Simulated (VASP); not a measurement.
# Si (P1) in VASP: single point with PBE

Aim: the single point of Si with PBE.

Program: VASP 6.6.1. These are calculated values, not measurements. Logs are shortened: lines on timing, memory, paths and dates and some standing lists are left out, and cuts for length are marked.

## Step 1: The cell of the first run

The typed cell holds 8 atoms: a = 5.431 Å, b = 5.431 Å, c = 5.431 Å, α = 90.00°, β = 90.00°, γ = 90.00°.

## Step 2: Single point, PBE

The input, INCAR:

```
SYSTEM = Si
ALGO = Normal
EDIFF = 1E-6
ENCUT = 500
GGA = PE
GGA_COMPAT = .FALSE.
ISIF = 2
ISMEAR = 0
LASPH = .TRUE.
LCHARG = .FALSE.
LREAL = .FALSE.
LWAVE = .FALSE.
NBANDS = 26
NELM = 120
PREC = Accurate
SIGMA = 0.01
```

The input, KPOINTS:

```
k-points
0
G
  1 1 1
  0 0 0
```

The input, POSCAR:

```
Si
1.0
    5.4310000000      0.0000000000      0.0000000000
    0.0000000000      5.4310000000      0.0000000000
    0.0000000000      0.0000000000      5.4310000000
Si
8
Direct
    0.0099920000      0.0000660000      0.0000480000
    0.0000800000      0.4901610000      0.5001010000
    0.4998650000     -0.0001120000      0.5149820000
    0.4999560000      0.5001850000      0.0000910000
    0.2499870000      0.2599410000      0.2498910000
    0.2500410000      0.7501700000      0.7398670000
    0.7599810000      0.2499380000      0.7500440000
    0.7499020000      0.7498260000      0.2500710000
```

Potentials or basis: VASP PAW PBE potentials, release 64 (Si).

On the command line:

```bash
$ cat potpaw_PBE.64/Si/POTCAR > POTCAR
$ mpirun -np 1 vasp_gam > vasp.out
```

OUTCAR:

```text
SYSTEM = Si
   EDIFF = 1E-6
   ENCUT = 500
   GGA = PE
   ISIF = 2
   ISMEAR = 0
   LASPH = .TRUE.
   LREAL = .FALSE.
   NELM = 120
   PREC = Accurate

 ion  position               nearest neighbor table
   1  0.010  0.000  0.000-   7 2.35   5 2.35   6 2.35   8 2.38
   2  0.000  0.490  0.500-   7 2.29   5 2.29   6 2.35   8 2.38
   3  0.500  1.000  0.515-   6 2.27   7 2.34   8 2.40   5 2.43
   4  0.500  0.500  0.000-   5 2.32   8 2.35   6 2.38   7 2.38
   5  0.250  0.260  0.250-   2 2.29   4 2.32   1 2.35   3 2.43
   6  0.250  0.750  0.740-   3 2.27   2 2.35   1 2.35   4 2.38
   7  0.760  0.250  0.750-   2 2.29   3 2.34   1 2.35   4 2.38
   8  0.750  0.750  0.250-   4 2.35   2 2.38   1 2.38   3 2.40

  LATTYP: Found a simple cubic cell.
 ALAT       =     5.4310000000

  Lattice vectors:

 A1 = (   5.4310000000,   0.0000000000,   0.0000000000)
 A2 = (   0.0000000000,   5.4310000000,   0.0000000000)
 A3 = (   0.0000000000,   0.0000000000,   5.4310000000)

Analysis of symmetry for initial positions (statically):
=====================================================================
 Subroutine PRICEL returns:
 Original cell was already a primitive cell.

 Routine SETGRP: Setting up the symmetry group for a
 simple cubic supercell.

 Subroutine GETGRP returns: Found  1 space group operations
 (whereof  1 operations were pure point group operations)
 out of a pool of 48 trial point group operations.

The static configuration has the point symmetry C_1 .

Analysis of symmetry for dynamics (positions and initial velocities):
=====================================================================
 Subroutine PRICEL returns:
 Original cell was already a primitive cell.

 Routine SETGRP: Setting up the symmetry group for a
 simple cubic supercell.

 Subroutine GETGRP returns: Found  1 space group operations
 (whereof  1 operations were pure point group operations)
 out of a pool of 48 trial point group operations.

The dynamic configuration has the point symmetry C_1 .

 Subroutine INISYM returns: Found  1 space group operations
 (whereof  1 operations are pure point group operations),
 and found     1 'primitive' translations

----------------------------------------------------------------------------------------

                                     Primitive cell

  volume of cell :     160.1915

  direct lattice vectors                    reciprocal lattice vectors
     5.431000000  0.000000000  0.000000000     0.184128153  0.000000000  0.000000000
     0.000000000  5.431000000  0.000000000     0.000000000  0.184128153  0.000000000
     0.000000000  0.000000000  5.431000000     0.000000000  0.000000000  0.184128153

  length of vectors
     5.431000000  5.431000000  5.431000000     0.184128153  0.184128153  0.184128153

  position of ions in fractional coordinates (direct lattice)
     0.009992000  0.000066000  0.000048000
     0.000080000  0.490161000  0.500101000
     0.499865000  0.999888000  0.514982000
     0.499956000  0.500185000  0.000091000
     0.249987000  0.259941000  0.249891000
     0.250041000  0.750170000  0.739867000
     0.759981000  0.249938000  0.750044000
     0.749902000  0.749826000  0.250071000

  ion indices of the primitive-cell ions
   primitive index   ion index
                 1           1
                 2           2
                 3           3
                 4           4
                 5           5
                 6           6
                 7           7
                 8           8

----------------------------------------------------------------------------------------

 KPOINTS: k-points

Automatic generation of k-mesh.
 Grid dimensions read from file:
 generate k-points for:    1    1    1

 Generating k-lattice:

  Cartesian coordinates                     Fractional coordinates (reciprocal lattice)
     0.184128153  0.000000000  0.000000000     1.000000000  0.000000000  0.000000000
     0.000000000  0.184128153  0.000000000     0.000000000  1.000000000  0.000000000
     0.000000000  0.000000000  0.184128153     0.000000000  0.000000000  1.000000000

  Length of vectors
     0.184128153  0.184128153  0.184128153

  Shift w.r.t. Gamma in fractional coordinates (k-lattice)
     0.000000000  0.000000000  0.000000000

 Subroutine IBZKPT returns following result:
 ===========================================

 Found      1 irreducible k-points:

 Following reciprocal coordinates:
            Coordinates               Weight
  0.000000  0.000000  0.000000      1.000000
   k-points           NKPTS =      1   k-points in BZ     NKDIM =      1   number of bands    NBANDS=     26
   number of dos      NEDOS =    301   number of ions     NIONS =      8
   total plane-waves  NPLWV =  64000
   dimension x,y,z NGX =    40 NGY =   40 NGZ =   40
   dimension x,y,z NGXF=    80 NGYF=   80 NGZF=   80
   ions per type =               8
   NGX,Y,Z   is equivalent  to a cutoff of  12.24, 12.24, 12.24 a.u.
   NGXF,Y,Z  is equivalent  to a cutoff of  24.49, 24.49, 24.49 a.u.
 SYSTEM =  Si
   PREC   = accura    normal or accurate (medium, high low for compatibility)
   ISTART =      0    job   : 0-new  1-cont  2-samecut
   ICHARG =      2    charge: 1-file 2-atom 10-const
   ISPIN  =      1    spin polarized calculation?
   LNONCOLLINEAR =      F non collinear calculations
   LSORBIT =      F    spin-orbit coupling
   LASPH  =      T    aspherical Exc in radial PAW
   ENCUT  =  500.0 eV  36.75 Ry    6.06 a.u.   9.90  9.90  9.90*2*pi/ulx,y,z
   NELM   =    120;   NELMIN=  2; NELMDL= -5     # of ELM steps
   EDIFF  = 0.1E-05   stopping-criterion for ELM
   LREAL  =      F    real-space projection
   EDIFFG = 0.1E-04   stopping-criterion for IOM
   NSW    =      0    number of steps for IOM
   IBRION =     -1    ionic relax: 0-MD 1-quasi-New 2-CG
   NFREE  =      0    steps in history (QN), initial steepest desc. (CG)
   ISIF   =      2    stress and relaxation
   ISYM   =      2    0-nonsym 1-usesym 2-fastsym
   POTIM  = 0.5000    time-step for ionic-motion
   TEBEG  =    0.0;   TEEND  =   0.0 temperature during run
   PSTRESS=    0.0 pullay stress
   NELECT =      32.0000    total number of electrons
   NUPDOWN=      -1.0000    fix difference up-down
   EMIN   =  10.00;   EMAX   =-10.00  energy-range for DOS
   EFERMI =   0.00;   METHOD = LEGACY
   ISMEAR =     0;   SIGMA  =   0.01  broadening in eV -4-tet -1-fermi 0-gaus
   EFERMI_NEDOS =   21; number of points for ismear=-14 and -15
   IALGO  =     38    algorithm
   IMIX   =      4    mixing-type and parameters
     AMIX     =   0.40;   BMIX     =  1.00
     AMIX_MAG =   1.60;   BMIX_MAG =  1.00
  volume/ion in A,a.u.               =      20.02       135.13
  Fermi-wavevector in a.u.,A,eV,Ry     =   0.956999  1.808467 12.460868  0.915848
  Thomas-Fermi vector in A             =   2.085978
   LORBIT       =      0    0 simple, 1 ext, 2 COOP (PROOUT), +10 PAW based schemes
   GGA     = PE    functional components
   LHFCALC =     F    Hartree Fock is set to
   AEXX    =    0.0000 exact exchange contribution
   IVDW    =     0    specifies the selected vdW correction
   LEPSILON=     F    determine dielectric tensor
   LRPA    =     F    only Hartree local field effects (RPA)
 non-spin polarized calculation
 Gauss-broadening in eV      SIGMA  =   0.01
  energy-cutoff  :      500.00
  volume of cell :      160.19
 maximum number of plane-waves:      2034
 NGX is ok and might be reduce to    40
   NGX = 19   NGY = 19   NGZ = 19

 number of electron      32.0000003 magnetization

 Free energy of the ion-electron system (eV)
  ---------------------------------------------------
  ext. energy  EPLUGINS =         0.00000000
  ---------------------------------------------------
  free energy    TOTEN  =       -33.06467663 eV

  energy without entropy =      -33.06467663  energy(sigma->0) =      -33.06467663

 E-fermi :   6.4089     XC(G=0):  -9.1984

 val. band max:        6.3232069159   @ k =   0.0000   0.0000   0.0000
 cond. band min:       6.5864599146   @ k =   0.0000   0.0000   0.0000
 fundamental gap:      0.2632529986
 Fermi energy:         6.4088639926

 k-point     1 :       0.0000    0.0000    0.0000
  band No.  band energies     occupation
      1      -5.8858      2.00000
      2      -1.9274      2.00000
      3      -1.8375      2.00000
      4      -1.7397      2.00000
      5      -1.6778      2.00000
      6      -1.5920      2.00000
[... 18 lines left out ...]
     25       8.7067      0.00000
     26       9.5227      0.00000

------------------------ aborting loop because EDIFF is reached ----------------------------------------

  FORCE on cell =-STRESS in cart. coord.  units (eV):
  Direction    XX          YY          ZZ          XY          YZ          ZX
  --------------------------------------------------------------------------------------
  -------------------------------------------------------------------------------------
  Total       10.9294024     10.6251459     10.8053398      1.4991644     -0.0670466     -1.0428050
  in kB      109.3119374    106.2688730    108.0711074     14.9941011     -0.6705760    -10.4297595
  external PRESSURE =     107.8839726 kB  Pullay stress =       0.0000000 kB

 VOLUME and BASIS-vectors are now :
 -----------------------------------------------------------------------------
  energy-cutoff  :      500.00
  volume of cell :      160.19
      direct lattice vectors                 reciprocal lattice vectors
     5.431000000  0.000000000  0.000000000     0.184128153  0.000000000  0.000000000
     0.000000000  5.431000000  0.000000000     0.000000000  0.184128153  0.000000000
     0.000000000  0.000000000  5.431000000     0.000000000  0.000000000  0.184128153

 POSITION                                       TOTAL-FORCE (eV/Angst)
 -----------------------------------------------------------------------------------
      0.05427      0.00036      0.00026         0.158608     -0.097627      0.007499
      0.00043      2.66206      2.71605        -0.327458      0.838485     -0.594981
      2.71477      5.43039      2.79687         0.332405      0.751068     -0.896966
      2.71526      2.71650      0.00049         0.203654      0.344706     -0.756810
      1.35768      1.41174      1.35716         0.497656     -0.762235      0.393122
      1.35797      4.07417      4.01822        -0.443662     -0.929746      0.567710
      4.12746      1.35741      4.07349        -0.229447     -0.304246      0.944773
      4.07272      4.07231      1.35814        -0.191755      0.159594      0.335654
 -----------------------------------------------------------------------------------
    total drift:                                0.000045     -0.000001     -0.000024

  FREE ENERGIE OF THE ION-ELECTRON SYSTEM (eV)
  ---------------------------------------------------
  free  energy   TOTEN  =       -33.0646766324 eV

  energy  without entropy=      -33.0646766324  energy(sigma->0) =      -33.06467663
```

Wall time 6.9 s (1 thread of Intel Xeon Platinum 8488C (Sapphire Rapids), shared host); peak memory 0.21 GiB.

Results:

```
Free energy            : -33.0647 eV
Pressure               : 10.8 GPa
Largest force          : 1.216 eV/Å
Band gap on the k mesh : 0.26 eV
```

Forces on the atoms (eV/Å):
```
Si   0.159 -0.098  0.007
Si  -0.327  0.838 -0.595
Si   0.332  0.751 -0.897
Si   0.204  0.345 -0.757
Si   0.498 -0.762  0.393
Si  -0.444 -0.930  0.568
Si  -0.229 -0.304  0.945
Si  -0.192  0.160  0.336
```

Caveat: the k points lie up to 1.16 Å⁻¹ apart; forces of over 1 eV/Å act on the atoms, so gaps and moduli don't describe the material at rest.
